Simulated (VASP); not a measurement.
# Be2C (Fm-3m) in VASP: settings compared, part 2 of 2

VASP 6.6.1. The steps go on from the part before.

### Step 3. Single point, HSE06

This run uses another cell than the first one, of 6.72 Å³/atom.

The input, POSCAR:

```
Be2C
1.0
    0.0000000000      2.1604856287      2.1604856287
    2.1604856287      0.0000000000      2.1604856287
    2.1604856287      2.1604856287      0.0000000000
C Be
1 2
Direct
    0.0000000000      0.0000000000      0.0000000000
    0.2500000000      0.2500000000      0.2500000000
    0.7500000000      0.7500000000      0.7500000000
```

The input, INCAR.step1:

```
SYSTEM = Be2C
PREC     = Accurate       ! precision mode
ENCUT    = 520            ! plane-wave cutoff, eV
EDIFF    = 1E-5           ! SCF threshold, eV
ISMEAR   = 0              ! smearing method
SIGMA    = 0.01           ! smearing width, eV
LREAL    = .False.        ! projectors in reciprocal space
LASPH    = .True.         ! aspherical terms in the spheres
NELM     = 120            ! most SCF steps
ALGO     = Normal         ! electronic algorithm
ISIF     = 2              ! what is computed and relaxed
LWAVE    = .True.         ! write WAVECAR
NBANDS   = 11             ! bands
GGA      = PE             ! functional
GGA_COMPAT= .False.
```

The input, INCAR.step2:

```
SYSTEM = Be2C
PREC     = Accurate       ! precision mode
ENCUT    = 520            ! plane-wave cutoff, eV
EDIFF    = 1E-6           ! SCF threshold, eV
ISMEAR   = 0              ! smearing method
SIGMA    = 0.01           ! smearing width, eV
LREAL    = .False.        ! projectors in reciprocal space
LASPH    = .True.         ! aspherical terms in the spheres
NELM     = 120            ! most SCF steps
ALGO     = Normal         ! electronic algorithm
ISIF     = 2              ! what is computed and relaxed
LWAVE    = .False.        ! write WAVECAR
LCHARG   = .True.         ! write CHGCAR
GGA      = PE             ! functional
LHFCALC  = .True.         ! exact exchange
HFSCREEN = 0.2079         ! screening, 1/A
PRECFOCK = Normal       
LELF     = .True.         ! ELF
LVHAR    = .True.       
NBANDS   = 11             ! bands
ISTART   = 1            
GGA_COMPAT= .False.
```

The input, KPOINTS:

```
Automatic mesh
0
Gamma
  8 8 8
  0 0 0
```

Potentials or basis: VASP PAW PBE potentials, release 64 (C, Be).

Run with:

```console
> cat potpaw_PBE.64/C/POTCAR potpaw_PBE.64/Be/POTCAR > POTCAR
> cp INCAR.step1 INCAR
> mpirun -np 1 vasp_std > vasp.out
> cp INCAR.step2 INCAR
> mpirun -np 1 vasp_std > vasp.out
```

OUTCAR:

```text
SYSTEM = Be2C
   PREC = Accurate
   ENCUT = 520
   EDIFF = 1E-6
   ISMEAR = 0
   LREAL = .False.
   LASPH = .True.
   NELM = 120
   ISIF = 2
   GGA = PE
   LHFCALC = .True.
   HFSCREEN = 0.2079
   PRECFOCK = Normal
   ISTART = 1

 ion  position               nearest neighbor table
   1  0.000  0.000  0.000-   3 1.87   3 1.87   3 1.87   2 1.87   3 1.87   2 1.87   2 1.87   2 1.87

   2  0.250  0.250  0.250-   1 1.87   1 1.87   1 1.87   1 1.87   3 2.16   3 2.16   3 2.16   3 2.16
                             3 2.16   3 2.16
   3  0.750  0.750  0.750-   1 1.87   1 1.87   1 1.87   1 1.87   2 2.16   2 2.16   2 2.16   2 2.16
                             2 2.16   2 2.16

  LATTYP: Found a face centered cubic cell.
 ALAT       =     4.3209712574

  Lattice vectors:

 A1 = (   0.0000000000,   2.1604856287,   2.1604856287)
 A2 = (   2.1604856287,   0.0000000000,   2.1604856287)
 A3 = (   2.1604856287,   2.1604856287,   0.0000000000)

Analysis of symmetry for initial positions (statically):
=====================================================================
 Subroutine PRICEL returns:
 Original cell was already a primitive cell.

 Routine SETGRP: Setting up the symmetry group for a
 face centered cubic supercell.
[... 183 lines left out ...]

 k-point     1 :       0.0000    0.0000    0.0000
  band No.  band energies     occupation
      1      -9.4371      2.00000
      2       7.3154      2.00000
      3       7.3154      2.00000
      4       7.3154      2.00000
      5      12.4415      0.00000
      6      12.4415      0.00000
      7      12.4415      0.00000
      8      15.3740      0.00000
      9      21.9999      0.00000
     10      21.9999      0.00000
     11      21.9999      0.00000
[... 309 lines left out ...]
 k-point    24 :      -0.3750    0.2500    0.1250
  band No.  band energies     occupation
      1      -5.7725      2.00000
      2      -1.5855      2.00000
      3       2.7475      2.00000
      4       3.5929      2.00000
      5      13.4824      0.00000
      6      15.0878      0.00000
      7      18.5773      0.00000
      8      19.4250      0.00000
      9      20.9895      0.00000
     10      22.7720      0.00000
     11      26.5274      0.00000

 [... further k-points ...]
[... 5 lines left out ...]
  --------------------------------------------------------------------------------------
  -------------------------------------------------------------------------------------
  Total       -0.2398152     -0.2398152     -0.2398152      0.0000000      0.0000000      0.0000000
  in kB      -19.0503620    -19.0503620    -19.0503620      0.0000000      0.0000000      0.0000000
  external PRESSURE =     -19.0503620 kB  Pullay stress =       0.0000000 kB

 VOLUME and BASIS-vectors are now :
 -----------------------------------------------------------------------------
  energy-cutoff  :      520.00
  volume of cell :       20.17
      direct lattice vectors                 reciprocal lattice vectors
     0.000000000  2.160485629  2.160485629    -0.231429450  0.231429450  0.231429450
     2.160485629  0.000000000  2.160485629     0.231429450 -0.231429450  0.231429450
     2.160485629  2.160485629  0.000000000     0.231429450  0.231429450 -0.231429450

 POSITION                                       TOTAL-FORCE (eV/Angst)
 -----------------------------------------------------------------------------------
      0.00000      0.00000      0.00000        -0.000000      0.000000     -0.000000
      1.08024      1.08024      1.08024         0.000000     -0.000000      0.000000
      3.24073      3.24073      3.24073         0.000000      0.000000      0.000000
 -----------------------------------------------------------------------------------
    total drift:                               -0.000002     -0.000007     -0.000005

  FREE ENERGIE OF THE ION-ELECTRON SYSTEM (eV)
  ---------------------------------------------------
  free  energy   TOTEN  =       -19.0792923824 eV

  energy  without entropy=      -19.0792923824  energy(sigma->0) =      -19.07929238
```

Run time: 52 min. Hardware: 1 thread of Intel Xeon 8259CL, shared host; peak memory 0.26 GiB.

What came out:

```yaml
Free_energy: -19.0793 eV
Pressure: -1.9 GPa
Band_gap_on_the_k_mesh: 1.90 eV (least direct gap 5.13 eV)
```

Levels at points of the mesh, in eV from the valence-band top:
| k point | band 1 | band 2 | band 3 | band 4 | band 5 | band 6 | band 7 | band 8 | band 9 |
| --- | --- | --- | --- | --- | --- | --- | --- | --- | --- |
| (0.00, 0.00, 0.00) | -16.75 | 0.00 | 0.00 | 0.00 | 5.13 | 5.13 | 5.13 | 8.06 | 14.68 |
| (0.50, 0.00, 0.00) | -13.59 | -9.67 | -2.03 | -2.03 | 6.03 | 6.03 | 8.28 | 11.24 | 16.32 |
| (0.50, 0.50, 0.00) | -12.74 | -7.58 | -5.22 | -5.22 | 1.90 | 6.78 | 15.11 | 15.11 | 17.36 |

Caveat: the PAW data sets were made with another functional, which shifts forces and pressure a little. A k mesh can miss the band edges.

### Step 4. Single point, PBE0

This run uses another cell than the first one, of 6.72 Å³/atom.

POSCAR is that of step 3.

The input, INCAR.step1:

```
ALGO = Normal
EDIFF = 1E-5
ENCUT = 520
GGA = PE
GGA_COMPAT = F
ISIF = 2
ISMEAR = 0
LASPH = T
LCHARG = F
LREAL = F
LWAVE = T
NBANDS = 11
NELM = 120
PREC = Accurate
SIGMA = 0.01
```

The input, INCAR.step2:

```
AEXX = 0.25
ALGO = Normal
EDIFF = 1E-6
ENCUT = 520
GGA = PE
GGA_COMPAT = F
ISIF = 2
ISMEAR = 0
ISTART = 1
LASPH = T
LCHARG = F
LHFCALC = T
LREAL = F
LWAVE = F
NBANDS = 11
NELM = 120
PREC = Accurate
PRECFOCK = Normal
SIGMA = 0.01
```

The input, KPOINTS:

```
k-points
0
Gamma
  8 8 8
```

Run with:

```console
> cat potpaw_PBE.64/C/POTCAR potpaw_PBE.64/Be/POTCAR > POTCAR
> cp INCAR.step1 INCAR
> mpirun -np 1 vasp_std > vasp.out
> cp INCAR.step2 INCAR
> mpirun -np 1 vasp_std > vasp.out
```

It took 22 min on 1 thread of Intel Xeon Platinum 8375C at 2.90GHz (Ice Lake), shared host; peak memory 0.15 GiB.

It converged, with:

```yaml
Free_energy: -19.7442 eV
Pressure: -1.9 GPa
Band_gap_on_the_k_mesh: 2.60 eV (least direct gap 5.82 eV)
```

Levels at points of the mesh, in eV from the valence-band top:
```
           k point  band 1  band 2  band 3  band 4  band 5  band 6  band 7  band 8
(0.00, 0.00, 0.00)  -16.83    0.00    0.00    0.00    5.82    5.82    5.82    8.78
(0.50, 0.00, 0.00)  -13.66   -9.76   -2.05   -2.05    6.74    6.74    9.02   11.98
(0.50, 0.50, 0.00)  -12.81   -7.65   -5.27   -5.27    2.60    7.52   15.87   15.87
```

Caveat: the PAW data sets were made with another functional, which shifts forces and pressure a little. A k mesh can miss the band edges.

### Step 5. Overview

| task | level | cell | k mesh | cutoff (eV) | smearing | grid for exact exchange (PRECFOCK) | share of exact exchange | screening parameter | gap on the mesh (eV) | pressure (GPa) |
| --- | --- | --- | --- | --- | --- | --- | --- | --- | --- | --- |
| relaxation of cell and atoms | r2SCAN | relaxed from a = 3.061 Å, angles 60.0°, 3 atoms | 10 × 10 × 10 | 660 | fermi-dirac 0.02 eV | - | - | - | 1.52 | 0.1 |
| single point | HSE06 | a = 3.055 Å, angles 60.0°, 3 atoms | 8 × 8 × 8 | 520 | gaussian 0.01 eV | Normal | 0.25 | 0.2079 1/Å | 1.90 | -1.9 |
| single point | PBE0 | a = 3.055 Å, angles 60.0°, 3 atoms | 8 × 8 × 8 | 520 | gaussian 0.01 eV | Normal | 0.25 | - | 2.60 | -1.9 |

Alike in all rows: potentials or basis VASP PAW PBE potentials, release 64 (C, Be); no spin polarisation.

Caveats: the PAW data sets were made with another functional, which shifts forces and pressure a little.

Absolute energies hang on the potentials; compare differences alone.
